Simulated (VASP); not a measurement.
The system is Ta3Au.

```xyz
8
Lattice="5.2200 0.0000 0.0000 0.0000 5.2200 0.0000 0.0000 0.0000 5.2200" Properties=species:S:1:pos:R:3 pbc="T T T"
Ta    1.3050    0.0000    2.6100
Ta    2.6100    3.9150    0.0000
Ta    3.9150    0.0000    2.6100
Ta    2.6100    1.3050    0.0000
Ta    0.0000    2.6100    3.9150
Ta    0.0000    2.6100    1.3050
Au    0.0000    0.0000    0.0000
Au    2.6100    2.6100    2.6100
```

```yaml
Program: VASP 6.6.1
Task: relaxation of cell and atoms
Functional: LDA
Potentials_or_basis: VASP PAW LDA potentials, release 64 (Ta_pv, Au)
Cutoff: 600 eV
k_mesh: 4 × 4 × 4
Occupations: gaussian, width 0.1 eV
Spin: no spin polarisation
```

At the start: pressure -9.7 GPa; volume 17.78 Å³/atom.

Q: How do energy, volume and symmetry change on relaxing?

A: Over 3 steps the energy falls by 25.5 meV/atom and the volume is 17.00 Å³/atom (-4.4 %); space group Pm-3n (No. 223, to 0.1 Å) before and after.

Step by step:
```
step  energy change (eV)  largest force (eV/Å)  pressure (GPa)  volume (Å³)
   1              0.0000                0.0000           -9.66       142.24
   2              1.1423                0.0000           33.21       121.29
   3             -0.2043                0.0000           -0.43       135.98
```

Final structure:
```xyz
8
Lattice="5.1423 0.0000 0.0000 0.0000 5.1423 0.0000 0.0000 0.0000 5.1423" Properties=species:S:1:pos:R:3 pbc="T T T"
Ta    1.2856    0.0000    2.5711
Ta    2.5711    3.8567    0.0000
Ta    3.8567    0.0000    2.5711
Ta    2.5711    1.2856    0.0000
Ta    0.0000    2.5711    3.8567
Ta    0.0000    2.5711    1.2856
Au    0.0000    0.0000    0.0000
Au    2.5711    2.5711    2.5711
```
